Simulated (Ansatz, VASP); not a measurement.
# One calculation of KBr, two programs

The input INCAR:

```
PREC = Accurate ; ENCUT = 520
EDIFF = 1E-6 ; ISMEAR = -1
SIGMA = 0.05 ; LREAL = F
LASPH = T ; NELM = 150
ALGO = Normal ; ISIF = 2
LWAVE = F ; LCHARG = F
ISPIN = 2 ; MAGMOM = 0.5 0
LORBIT = 11 ; GGA = PS
NBANDS = 19
```

Contents of KPOINTS:

```
regular mesh
0
Gamma
  7 7 7
```

Contents of POSCAR:

```
KBr
1.0
    0.0000000000      3.2778516817      3.2778516817
    3.2778516817      0.0000000000      3.2778516817
    3.2778516817      3.2778516817      0.0000000000
Br K
1 1
Direct
    0.5000000000      0.5000000000      0.5000000000
    0.0000000000      0.0000000000      0.0000000000
```

input.yaml

```yaml
crystal:
  lattice:
    - [0.0, 3.2778516817, 3.2778516817]
    - [3.2778516817, 0.0, 3.2778516817]
    - [3.2778516817, 3.2778516817, 0.0]
  atoms:
    - { symbol: Br, position: [0.5, 0.5, 0.5], spin: 0.5 }
    - { symbol: K, position: [0.0, 0.0, 0.0] }
kpoints:
  mp_grid: { grid: [7, 7, 7] }
scf:
  occupations: { method: fermi_dirac, width: 0.05 }
hamiltonian:
  xc: pbesol
  pseudopotentials:
    kind: all_electron
    lapw: { basis_error: 0.0005 }
    nuclear_model: point
magnetization:
  spin_polarized: true
output:
  forces: true
  stress: true
  eigenvalues: true
```

Change from the starting cell: volume scaled by 0.98.

Alike in both runs: task single point; functional PBEsol; k mesh 7 × 7 × 7; occupations fermi-dirac, width 0.05 eV; collinear spin.

|  | VASP | Ansatz |
| --- | --- | --- |
| version | VASP 6.6.1 | Ansatz 0.2.0 |
| potentials or method | VASP PAW PBE potentials, release 64 (Br, K_sv), cutoff 520 eV | all-electron LAPW, point nuclei |

```csv
,VASP,Ansatz,Ansatz less VASP
gap on the k mesh at the Fermi level (eV),4.33,4.33,+0.003
least direct gap on the mesh (eV),4.33,4.33,+0.003
pressure (GPa),0.0,0.0,-0.05
net moment per atom (μB),0.00,0.00,0.000
```

VASP's potentials were made for PBE, not for PBEsol. Ansatz ran all-electron here, and VASP with PAW potentials.
